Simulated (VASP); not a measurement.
# BaTiO3 (P4mm) in VASP: notebook

The runs below take BaTiO3 through single point, with r2SCAN.

Everything below comes from runs of VASP 6.6.1. Logs are shortened: lines on timing, memory, paths and dates and some standing lists are left out, and cuts for length are marked.

**1. The cell of the first run**

It takes space group P4mm (No. 99, tetragonal). Conventional cell: a = 3.972 Å, b = 3.972 Å, c = 4.113 Å, α = 90.00°, β = 90.00°, γ = 90.00°. Ba (site symmetry 4mm) has 12 O at 2.79 to 2.92 Å and 8 Ti at 3.44 to 3.53 Å within 3.7 Å. Within 2.4 Å of Ti (site symmetry 4mm) lie 6 O at 1.82 to 2.29 Å. O (site symmetry 4mm) has 2 Ti at 1.82 to 2.29 Å within 2.4 Å. Within 2.6 Å of O (site symmetry 2mm) lie 2 Ti at 1.99 Å.

**2. Single point, r2SCAN**

The input, POSCAR:

```
BaTiO3
1.0
    3.9722427380      0.0000000000      0.0000000000
    0.0000000000      3.9722427380      0.0000000000
    0.0000000000      0.0000000000      4.1127570238
Ba Ti O
1 1 3
Direct
    0.0000000000      0.0000000000     -0.0044104999
    0.5000000000      0.5000000000      0.4774906555
    0.5000000000      0.5000000000      0.0346021843
    0.5000000000      0.0000000000      0.5176588300
    0.0000000000      0.5000000000      0.5176588300
```

The input, INCAR.step1:

```
PREC = Accurate ; ENCUT = 520
ISMEAR = 0 ; SIGMA = 0.02
LREAL = False ; LASPH = True
NELM = 60 ; NBANDS = 28
GGA = PE ; ALGO = Normal
EDIFF = 1E-4 ; LWAVE = True
LCHARG = False
```

The input, INCAR.step2:

```
PREC = Accurate ; ENCUT = 520
EDIFF = 1E-6 ; ISMEAR = 0
SIGMA = 0.02 ; LREAL = False
LASPH = True ; NELM = 60
ALGO = Normal ; ISIF = 2
LWAVE = False ; LCHARG = False
METAGGA = R2SCAN ; LMIXTAU = True
NBANDS = 28 ; ISTART = 1
```

The input, KPOINTS:

```
Automatic mesh
0
Gamma
  8 8 8
```

Potentials or basis: VASP PAW PBE potentials, release 64 (Ba_sv, Ti_sv, O).

Started as:

```
$ cat potpaw_PBE.64/Ba_sv/POTCAR potpaw_PBE.64/Ti_sv/POTCAR potpaw_PBE.64/O/POTCAR > POTCAR
$ cp INCAR.step1 INCAR
$ mpirun -np 1 vasp_std > vasp.out
$ cp INCAR.step2 INCAR
$ mpirun -np 1 vasp_std > vasp.out
```

OUTCAR:

```text
PREC = Accurate
   ENCUT = 520
   EDIFF = 1E-6
   ISMEAR = 0
   LREAL = False
   LASPH = True
   NELM = 60
   ISIF = 2
   METAGGA = R2SCAN
   ISTART = 1

 ion  position               nearest neighbor table
   1  0.000  0.000  0.996-   4 2.79   5 2.79   5 2.79   4 2.79   3 2.81   3 2.81   3 2.81   3 2.81
                             4 2.92   5 2.92   5 2.92   4 2.92   2 3.44   2 3.44   2 3.44   2 3.44
   2  0.500  0.500  0.477-   3 1.82   4 1.99   5 1.99   4 1.99   5 1.99   3 2.29   1 3.44   1 3.44
                             1 3.44   1 3.44   1 3.53   1 3.53   1 3.53   1 3.53
   3  0.500  0.500  0.035-   2 1.82   2 2.29   1 2.81   1 2.81   1 2.81   1 2.81
   4  0.500  0.000  0.518-   2 1.99   2 1.99   1 2.79   1 2.79   1 2.92   1 2.92
   5  0.000  0.500  0.518-   2 1.99   2 1.99   1 2.79   1 2.79   1 2.92   1 2.92

  LATTYP: Found a simple tetragonal cell.
 ALAT       =     3.9722427380
 C/A-ratio  =     1.0353740431

  Lattice vectors:

 A1 = (   3.9722427380,   0.0000000000,   0.0000000000)
 A2 = (   0.0000000000,   3.9722427380,   0.0000000000)
 A3 = (   0.0000000000,   0.0000000000,   4.1127570238)

Analysis of symmetry for initial positions (statically):
=====================================================================
 Subroutine PRICEL returns:
 Original cell was already a primitive cell.

 Routine SETGRP: Setting up the symmetry group for a
 simple tetragonal supercell.

 Subroutine GETGRP returns: Found  8 space group operations
 (whereof  8 operations were pure point group operations)
 out of a pool of 16 trial point group operations.

The static configuration has the point symmetry C_4v.

Analysis of symmetry for dynamics (positions and initial velocities):
=====================================================================
 Subroutine PRICEL returns:
 Original cell was already a primitive cell.

 Routine SETGRP: Setting up the symmetry group for a
 simple tetragonal supercell.

 Subroutine GETGRP returns: Found  8 space group operations
 (whereof  8 operations were pure point group operations)
 out of a pool of 16 trial point group operations.

The dynamic configuration has the point symmetry C_4v.

 Subroutine INISYM returns: Found  8 space group operations
 (whereof  8 operations are pure point group operations),
 and found     1 'primitive' translations

[... 100 lines left out ...]
   EDIFF  = 0.1E-05   stopping-criterion for ELM
   LREAL  =      F    real-space projection
   EDIFFG = 0.1E-04   stopping-criterion for IOM
   NSW    =      0    number of steps for IOM
   IBRION =     -1    ionic relax: 0-MD 1-quasi-New 2-CG
   NFREE  =      0    steps in history (QN), initial steepest desc. (CG)
   ISIF   =      2    stress and relaxation
   ISYM   =      2    0-nonsym 1-usesym 2-fastsym
   POTIM  = 0.5000    time-step for ionic-motion
   TEBEG  =    0.0;   TEEND  =   0.0 temperature during run
   PSTRESS=    0.0 pullay stress
   NELECT =      40.0000    total number of electrons
   NUPDOWN=      -1.0000    fix difference up-down
   EMIN   =  10.00;   EMAX   =-10.00  energy-range for DOS
   EFERMI =   0.00;   METHOD = LEGACY
   ISMEAR =     0;   SIGMA  =   0.02  broadening in eV -4-tet -1-fermi 0-gaus
   EFERMI_NEDOS =   21; number of points for ismear=-14 and -15
   IALGO  =     38    algorithm
   IMIX   =      4    mixing-type and parameters
     AMIX     =   0.40;   BMIX     =  1.00
     AMIX_MAG =   1.60;   BMIX_MAG =  1.00
  volume/ion in A,a.u.               =      12.98        87.59
  Fermi-wavevector in a.u.,A,eV,Ry     =   1.393242  2.632846 26.410593  1.941124
  Thomas-Fermi vector in A             =   2.516907
   LORBIT       =      0    0 simple, 1 ext, 2 COOP (PROOUT), +10 PAW based schemes
   METAGGA = R2SCAN    functional components
   LHFCALC =     F    Hartree Fock is set to
   AEXX    =    0.0000 exact exchange contribution
   IVDW    =     0    specifies the selected vdW correction
   LEPSILON=     F    determine dielectric tensor
   LRPA    =     F    only Hartree local field effects (RPA)
 non-spin polarized calculation
 Gauss-broadening in eV      SIGMA  =   0.02
  energy-cutoff  :      520.00
  volume of cell :       64.89
 maximum number of plane-waves:      1779
 NGX is ok and might be reduce to    30
   NGX = 15   NGY = 15   NGZ = 15

 number of electron      39.9999984 magnetization

 Free energy of the ion-electron system (eV)
  ---------------------------------------------------
  ext. energy  EPLUGINS =         0.00000000
  ---------------------------------------------------
  free energy    TOTEN  =       -74.25936525 eV

  energy without entropy =      -74.25936525  energy(sigma->0) =      -74.25936525

 E-fermi :   3.7331     XC(G=0): -11.8326

 val. band max:        3.5989887478   @ k =   0.5000   0.5000   0.5000
 cond. band min:       5.8091917331   @ k =   0.0000   0.0000   0.0000
 fundamental gap:      2.2102029853
 Fermi energy:         3.7330733155

 k-point     1 :       0.0000    0.0000    0.0000
  band No.  band energies     occupation
      1     -55.2040      2.00000
      2     -30.4722      2.00000
      3     -30.3581      2.00000
      4     -30.3581      2.00000
      5     -22.1101      2.00000
      6     -14.3952      2.00000
[... 733 lines left out ...]
     27      12.0024      0.00000
     28      12.8210      0.00000

 [... further k-points ...]

------------------------ aborting loop because EDIFF is reached ----------------------------------------

  FORCE on cell =-STRESS in cart. coord.  units (eV):
  Direction    XX          YY          ZZ          XY          YZ          ZX
  --------------------------------------------------------------------------------------
  -------------------------------------------------------------------------------------
  Total        0.7571989      0.7571989      0.8244901      0.0000000      0.0000000      0.0000000
  in kB       18.6945895     18.6945895     20.3559521      0.0000000      0.0000000      0.0000000
  external PRESSURE =      19.2483770 kB  Pullay stress =       0.0000000 kB

 VOLUME and BASIS-vectors are now :
 -----------------------------------------------------------------------------
  energy-cutoff  :      520.00
  volume of cell :       64.89
      direct lattice vectors                 reciprocal lattice vectors
     3.972242738  0.000000000  0.000000000     0.251746952  0.000000000  0.000000000
     0.000000000  3.972242738  0.000000000     0.000000000  0.251746952  0.000000000
     0.000000000  0.000000000  4.112757024     0.000000000  0.000000000  0.243145898

 POSITION                                       TOTAL-FORCE (eV/Angst)
 -----------------------------------------------------------------------------------
      0.00000      0.00000      4.09462        -0.000000      0.000000      0.029705
      1.98612      1.98612      1.96380        -0.000000      0.000000      0.165570
      1.98612      1.98612      0.14231        -0.000000     -0.000000     -0.158765
      1.98612      0.00000      2.12900        -0.000000      0.000000     -0.018255
      0.00000      1.98612      2.12900         0.000000      0.000000     -0.018255
 -----------------------------------------------------------------------------------
    total drift:                                0.000000      0.000000     -0.003414

  FREE ENERGIE OF THE ION-ELECTRON SYSTEM (eV)
  ---------------------------------------------------
  free  energy   TOTEN  =       -74.2593652512 eV

  energy  without entropy=      -74.2593652512  energy(sigma->0) =      -74.25936525
```

OUTCAR.step1:

```text
PREC = Accurate
   ENCUT = 520
   ISMEAR = 0
   LREAL = False
   LASPH = True
[... 979 lines left out ...]
      1.98612      1.98612      1.96380        -0.000000      0.000000      0.139615
      1.98612      1.98612      0.14231        -0.000000     -0.000000     -0.210066
      1.98612      0.00000      2.12900        -0.000000      0.000000      0.025473
      0.00000      1.98612      2.12900         0.000000      0.000000      0.025473
 -----------------------------------------------------------------------------------
    total drift:                                0.000000      0.000000     -0.002920

  FREE ENERGIE OF THE ION-ELECTRON SYSTEM (eV)
  ---------------------------------------------------
  free  energy   TOTEN  =       -40.0083212351 eV

  energy  without entropy=      -40.0083212351  energy(sigma->0) =      -40.00832124
```

Wall time 4.1 min (1 thread of AMD EPYC 9R45 (Zen 5), shared host); peak memory 0.24 GiB.

Results:

```yaml
Free_energy: -74.2594 eV
Pressure: 1.9 GPa
Largest_force: 0.166 eV/Å
Band_gap_on_the_k_mesh: 2.21 eV, indirect (least direct gap 2.71 eV)
```

Forces on the atoms (eV/Å):
```
Ba   0.000  0.000  0.030
Ti   0.000  0.000  0.166
O    0.000  0.000 -0.159
O    0.000  0.000 -0.018
O    0.000  0.000 -0.018
```

Caveat: the PAW data sets were made with another functional, which shifts forces and pressure a little; spin-orbit coupling is left out, which moves the levels of the heavy elements. A k mesh can miss the band edges.

(Part 1 of 2 ends here.)
